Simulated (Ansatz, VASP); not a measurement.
**One calculation of AlN, two programs**

Contents of POSCAR:

```
AlN
1.0
    0.0000000000      2.2176741356      2.2504476450
    2.2176741356      0.0000000000      2.2504476450
    2.2176741356      2.2176741356      0.0000000000
Al N
1 1
Direct
    0.0000000000      0.0000000000      0.0000000000
    0.7500000000      0.7500000000      0.7500000000
```

Contents of INCAR.step1:

```
PREC = Accurate
ENCUT = 520
ISMEAR = 0
SIGMA = 0.05
LREAL = False
LASPH = True
NELM = 80
NBANDS = 11
GGA = PE
ALGO = Normal
EDIFF = 1E-4
LWAVE = True
LCHARG = False
```

File INCAR.step2:

```
PREC = Accurate
ENCUT = 520
EDIFF = 1E-6
ISMEAR = 0
SIGMA = 0.05
LREAL = False
LASPH = True
NELM = 80
ALGO = Normal
ISIF = 2
LWAVE = False
LCHARG = False
METAGGA = R2SCAN
LMIXTAU = True
NBANDS = 11
ISTART = 1
```

The input KPOINTS:

```
Automatic mesh
0
Gamma
  10 10 10
```

Input for Ansatz:

```yaml
crystal:
  lattice:
    - [0.0, 2.2176741356, 2.250447645]
    - [2.2176741356, 0.0, 2.250447645]
    - [2.2176741356, 2.2176741356, 0.0]
  atoms:
    - { symbol: Al, position: [0.0, 0.0, 0.0] }
    - { symbol: "N", position: [0.75, 0.75, 0.75] }
basis:
  ecutwfc: 500
kpoints:
  mp_grid: { grid: [10, 10, 10] }
hamiltonian:
  xc: r2scan
scf:
  occupations: { method: gaussian, width: 0.05 }
output:
  forces: true
  stress: true
  eigenvalues: true
  write_density: true
  write_potential: true
  elf: true
  volumetric_format: npy
```

Change from the starting cell: strain +0.015 along x and y, +0.030 along z, atoms carried along.

Alike in both runs: task single point; functional r2SCAN; k mesh 10 × 10 × 10; occupations gaussian, width 0.05 eV; no spin polarisation.

|  | VASP | Ansatz |
| --- | --- | --- |
| version | VASP 6.6.1 | Ansatz 0.2.0 |
| potentials or method | VASP PAW PBE potentials, release 64 (Al, N), cutoff 520 eV | scalar-relativistic, plane waves, PAW |
| valence electrons in the cell | 8 | 8 |

```tsv
	VASP	Ansatz	Ansatz less VASP
gap on the k mesh at the Fermi level (eV)	3.84	3.85	+0.005
least direct gap on the mesh (eV)	4.31	4.28	-0.036
pressure (GPa)	-11.5	-11.1	+0.37
traceless stress, the component that is largest in VASP (GPa)	-1.54	-1.53	+0.006
```

VASP's potentials were made for PBE, not for r2SCAN. The functional is the same, so the differences come from potentials, cutoffs and numerics.
